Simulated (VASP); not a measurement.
# NaF (Fm-3m) in VASP: a series of runs, part 2 of 2

VASP 6.6.1. The steps go on from the part before.

## 4. Electric field gradients, PBE

File INCAR:

```
PREC     = Accurate       # precision mode
ENCUT    = 520            # plane-wave cutoff, eV
EDIFF    = 1E-8           # SCF threshold, eV
ISMEAR   = -1             # smearing method
SIGMA    = 0.03           # smearing width, eV
LREAL    = F              # projectors in reciprocal space
LASPH    = T              # aspherical terms in the spheres
NELM     = 80             # most SCF steps
ALGO     = Normal         # electronic algorithm
ISIF     = 2              # what is computed and relaxed
LWAVE    = F              # write WAVECAR
LCHARG   = F              # write CHGCAR
GGA      = PE             # functional
LEFG     = T            
NBANDS   = 14             # bands
```

File KPOINTS:

```
Automatic mesh
0
Gamma
  6 6 6
```

File POSCAR:

```
NaF
1.0
    0.0000000000      2.3233000000      2.3233000000
    2.3233000000      0.0000000000      2.3233000000
    2.3233000000      2.3233000000      0.0000000000
Na F
1 1
Direct
    0.0000000000      0.0000000000      0.0000000000
    0.5000000000      0.5000000000      0.5000000000
```

Potentials or basis: VASP PAW PBE potentials, release 64 (Na_pv, F).

The run is started by

```console
cat potpaw_PBE.64/Na_pv/POTCAR potpaw_PBE.64/F/POTCAR > POTCAR
mpirun -np 1 vasp_std > vasp.out
```

OUTCAR:

```text
PREC = Accurate
   ENCUT = 520
   EDIFF = 1E-8
   ISMEAR = -1
   LREAL = F
   LASPH = T
   NELM = 80
   ISIF = 2
   GGA = PE

 ion  position               nearest neighbor table
   1  0.000  0.000  0.000-   2 2.32   2 2.32   2 2.32   2 2.32   2 2.32   2 2.32
   2  0.500  0.500  0.500-   1 2.32   1 2.32   1 2.32   1 2.32   1 2.32   1 2.32

  LATTYP: Found a face centered cubic cell.
 ALAT       =     4.6466000000

  Lattice vectors:

 A1 = (   0.0000000000,   2.3233000000,   2.3233000000)
 A2 = (   2.3233000000,   0.0000000000,   2.3233000000)
 A3 = (   2.3233000000,   2.3233000000,   0.0000000000)

Analysis of symmetry for initial positions (statically):
=====================================================================
 Subroutine PRICEL returns:
 Original cell was already a primitive cell.

 Routine SETGRP: Setting up the symmetry group for a
 face centered cubic supercell.

 Subroutine GETGRP returns: Found 48 space group operations
 (whereof 48 operations were pure point group operations)
 out of a pool of 48 trial point group operations.

The static configuration has the point symmetry O_h .

Analysis of symmetry for dynamics (positions and initial velocities):
=====================================================================
 Subroutine PRICEL returns:
 Original cell was already a primitive cell.

 Routine SETGRP: Setting up the symmetry group for a
 face centered cubic supercell.

 Subroutine GETGRP returns: Found 48 space group operations
 (whereof 48 operations were pure point group operations)
 out of a pool of 48 trial point group operations.

The dynamic configuration has the point symmetry O_h .

 Subroutine INISYM returns: Found 48 space group operations
 (whereof 48 operations are pure point group operations),
 and found     1 'primitive' translations

----------------------------------------------------------------------------------------

                                     Primitive cell

  volume of cell :      25.0811

  direct lattice vectors                    reciprocal lattice vectors
     0.000000000  2.323300000  2.323300000    -0.215211122  0.215211122  0.215211122
     2.323300000  0.000000000  2.323300000     0.215211122 -0.215211122  0.215211122
     2.323300000  2.323300000  0.000000000     0.215211122  0.215211122 -0.215211122

  length of vectors
     3.285642369  3.285642369  3.285642369     0.372756598  0.372756598  0.372756598

  position of ions in fractional coordinates (direct lattice)
     0.000000000  0.000000000  0.000000000
     0.500000000  0.500000000  0.500000000

  ion indices of the primitive-cell ions
   primitive index   ion index
                 1           1
                 2           2

----------------------------------------------------------------------------------------

 KPOINTS: Automatic mesh

Automatic generation of k-mesh.
 Grid dimensions read from file:
 generate k-points for:    6    6    6

 Generating k-lattice:
[... 69 lines left out ...]
   EFERMI_NEDOS =   21; number of points for ismear=-14 and -15
   IALGO  =     38    algorithm
   IMIX   =      4    mixing-type and parameters
     AMIX     =   0.40;   BMIX     =  1.00
     AMIX_MAG =   1.60;   BMIX_MAG =  1.00
  volume/ion in A,a.u.               =      12.54        84.63
  Fermi-wavevector in a.u.,A,eV,Ry     =   1.347935  2.547227 24.720809  1.816928
  Thomas-Fermi vector in A             =   2.475645
   LORBIT       =      0    0 simple, 1 ext, 2 COOP (PROOUT), +10 PAW based schemes
   GGA     = PE    functional components
   LHFCALC =     F    Hartree Fock is set to
   AEXX    =    0.0000 exact exchange contribution
   IVDW    =     0    specifies the selected vdW correction
   LEPSILON=     F    determine dielectric tensor
   LRPA    =     F    only Hartree local field effects (RPA)
 non-spin polarized calculation
  energy-cutoff  :      520.00
  volume of cell :       25.08
 maximum number of plane-waves:       692
   NGX = 13   NGY = 13   NGZ = 13

 number of electron      13.9999982 magnetization

 Free energy of the ion-electron system (eV)
  ---------------------------------------------------
  ext. energy  EPLUGINS =         0.00000000
  ---------------------------------------------------
  free energy    TOTEN  =        -8.56405658 eV

  energy without entropy =       -8.56405658  energy(sigma->0) =       -8.56405658

 E-fermi :  -1.4505     XC(G=0):  -9.1161

 val. band max:       -2.1193432144   @ k =   0.0000   0.0000   0.0000
 cond. band min:       4.1363896079   @ k =   0.0000   0.0000   0.0000
 fundamental gap:      6.2557328223
 Fermi energy:        -1.4504935995

 k-point     1 :       0.0000    0.0000    0.0000
  band No.  band energies     occupation
      1     -21.2784      2.00000
      2     -21.0905      2.00000
      3     -21.0905      2.00000
      4     -21.0905      2.00000
      5      -2.1193      2.00000
      6      -2.1193      2.00000
      7      -2.1193      2.00000
      8       4.1364      0.00000
      9      16.7986      0.00000
     10      16.7986      0.00000
     11      16.7986      0.00000
     12      19.6453      0.00000
     13      21.8118      0.00000
     14      21.8118      0.00000
[... 241 lines left out ...]
      1     -21.4715      2.00000
      2     -21.2051      2.00000
      3     -21.1629      2.00000
      4     -20.6784      2.00000
      5      -3.1873      2.00000
      6      -2.7597      2.00000
      7      -2.6436      2.00000
      8      11.0039      0.00000
      9      11.0967      0.00000
     10      12.3779      0.00000
     11      15.4987      0.00000
     12      19.2476      0.00000
     13      23.7199      0.00000
     14      23.8829      0.00000

------------------------ aborting loop because EDIFF is reached ----------------------------------------

  FORCE on cell =-STRESS in cart. coord.  units (eV):
  Direction    XX          YY          ZZ          XY          YZ          ZX
  --------------------------------------------------------------------------------------
  -------------------------------------------------------------------------------------
  Total        0.2468368      0.2468368      0.2468368      0.0000000     -0.0000000      0.0000000
  in kB       15.7679282     15.7679282     15.7679282      0.0000000     -0.0000000      0.0000000
  external PRESSURE =      15.7679282 kB  Pullay stress =       0.0000000 kB

 VOLUME and BASIS-vectors are now :
 -----------------------------------------------------------------------------
  energy-cutoff  :      520.00
  volume of cell :       25.08
      direct lattice vectors                 reciprocal lattice vectors
     0.000000000  2.323300000  2.323300000    -0.215211122  0.215211122  0.215211122
     2.323300000  0.000000000  2.323300000     0.215211122 -0.215211122  0.215211122
     2.323300000  2.323300000  0.000000000     0.215211122  0.215211122 -0.215211122

 POSITION                                       TOTAL-FORCE (eV/Angst)
 -----------------------------------------------------------------------------------
      0.00000      0.00000      0.00000         0.000000      0.000000      0.000000
      2.32330      2.32330      2.32330        -0.000000     -0.000000     -0.000000
 -----------------------------------------------------------------------------------
    total drift:                                0.000000     -0.000000      0.000000

  FREE ENERGIE OF THE ION-ELECTRON SYSTEM (eV)
  ---------------------------------------------------
  free  energy   TOTEN  =        -8.5640565767 eV

  energy  without entropy=       -8.5640565767  energy(sigma->0) =       -8.56405658

 Electric field gradients (V/A^2)
---------------------------------------------------------------------
 ion       V_xx      V_yy      V_zz      V_xy      V_xz      V_yz
---------------------------------------------------------------------
   1       0.000    -0.000     0.000    -0.003    -0.003    -0.003
   2       0.000     0.000    -0.000     0.008     0.008     0.008
---------------------------------------------------------------------

 Electric field gradients after diagonalization (V/A^2)
 (convention: |V_zz| > |V_xx| > |V_yy|)
----------------------------------------------------------------------
 ion       V_xx      V_yy      V_zz     asymmetry (V_yy - V_xx)/ V_zz
----------------------------------------------------------------------
   1       0.003     0.003    -0.006       0.000
   2      -0.008    -0.008     0.016       0.000
----------------------------------------------------------------------

           NMR quadrupolar parameters

 Cq : quadrupolar parameter    Cq=e*Q*V_zz/h
 eta: asymmetry parameters     (V_yy - V_xx)/ V_zz
 Q  : nuclear electric quadrupole moment in mb (millibarn)
----------------------------------------------------------------------
 ion       Cq(MHz)       eta       Q (mb)
----------------------------------------------------------------------
   1      -0.000       0.000       1.000
   2       0.000       0.000       1.000
----------------------------------------------------------------------
```

Wall time 3.2 s (1 thread of AMD EPYC 9R45 (Zen 5), shared host); peak memory 0.1 GiB.

What came out:

```
Free energy            : -8.5641 eV
Pressure               : 1.6 GPa
Band gap on the k mesh : 6.26 eV, direct
```

Caveat: without QUAD_EFG the Cq values of the log hold for a quadrupole moment of 1 mb, not for the nuclei.

## 5. Overview

| k mesh | gap on the mesh (eV) | pressure (GPa) |
| --- | --- | --- |
| 11 × 11 × 11 | 6.26 | 1.6 |
| 3 × 3 × 3 | 6.25 | 1.6 |
| 6 × 6 × 6 | 6.26 | 1.6 |

Alike in all rows: task electric field gradients; level PBE; potentials or basis VASP PAW PBE potentials, release 64 (Na_pv, F); no spin polarisation; cell as given; cutoff (eV) 520; smearing fermi-dirac 0.03 eV.

Caveats: some runs use coarse meshes.

Total energies depend on the potentials used, so only differences within one code and one set of settings carry meaning.
